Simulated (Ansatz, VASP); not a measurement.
# One calculation of ZnS, two programs

File POSCAR:

```
ZnS
1.0
    3.8815598738      0.0000000000      0.0000000000
   -1.9407799369      3.3615294570      0.0000000000
    0.0000000000      0.0000000000      6.1760189214
Zn S
2 2
Direct
    0.3333333333      0.6666666667     -0.0023183829
    0.6666666667      0.3333333333      0.4976816171
    0.3333333333      0.6666666667      0.3773183829
    0.6666666667      0.3333333333      0.8773183829
```

INCAR.step1

```
PREC = Accurate
ENCUT = 520
ISMEAR = 0
SIGMA = 0.01
LREAL = False
LASPH = True
NELM = 100
NBANDS = 26
GGA = PE
ALGO = Normal
EDIFF = 1E-4
LWAVE = True
LCHARG = False
```

File INCAR.step2:

```
PREC = Accurate
ENCUT = 520
EDIFF = 1E-7
ISMEAR = 0
SIGMA = 0.01
LREAL = False
LASPH = True
NELM = 100
ALGO = Normal
ISIF = 2
LWAVE = False
LCHARG = False
METAGGA = R2SCAN
LMIXTAU = True
NBANDS = 26
ISTART = 1
```

File KPOINTS:

```
regular mesh
0
Gamma
  12 12 4
```

Input for Ansatz:

```yaml
crystal:
  lattice:
    - [3.8815598738, 0.0, 0.0]
    - [-1.9407799369, 3.361529457, 0.0]
    - [0.0, 0.0, 6.1760189214]
  atoms:
    - { symbol: Zn, position: [0.3333333333, 0.6666666667, -0.0023183829] }
    - { symbol: Zn, position: [0.6666666667, 0.3333333333, 0.4976816171] }
    - { symbol: S, position: [0.3333333333, 0.6666666667, 0.3773183829] }
    - { symbol: S, position: [0.6666666667, 0.3333333333, 0.8773183829] }
kpoints:
  mp_grid: { grid: [12, 12, 4] }
  band_path:
    path:
      - [0.0, 0.0, 0.0]
      - [0.5, 0.0, 0.0]
      - [0.3333333333, 0.3333333333, 0.0]
      - [0.0, 0.0, 0.5]
      - [0.5, 0.0, 0.5]
      - [0.3333333333, 0.3333333333, 0.5]
    npoints: 1
hamiltonian:
  xc: r2scan
scf:
  occupations: { method: fixed }
  n_extra_bands: 5
output:
  forces: true
  stress: true
  eigenvalues: true
```

Change from the starting cell: epitaxial_xy strain +2.0%.

Alike in both runs: task single point; functional r2SCAN; k mesh 12 × 12 × 4; no spin polarisation.

```csv
,VASP,Ansatz
version,VASP 6.6.1,Ansatz 0.2.0
potentials or method,"VASP PAW PBE potentials, release 64 (Zn, S)","plane waves, PAW"
plane-wave cutoff (eV),520,500
occupations,"gaussian, width 0.01 eV",fixed
valence electrons in the cell,36,36
```

```tsv
	VASP	Ansatz	Ansatz less VASP
gap on the k mesh at the Fermi level (eV)	2.67	2.66	-0.006
pressure (GPa)	-2.0	-2.0	-0.04
traceless stress, the component that is largest in VASP (GPa)	2.03	1.97	-0.063
rms of the force components (eV/Å)	0.003	0.001	-0.0021
```

VASP's potentials were made for PBE, not for r2SCAN. Atom by atom the forces differ by 0.004 eV/Å (rms over components).
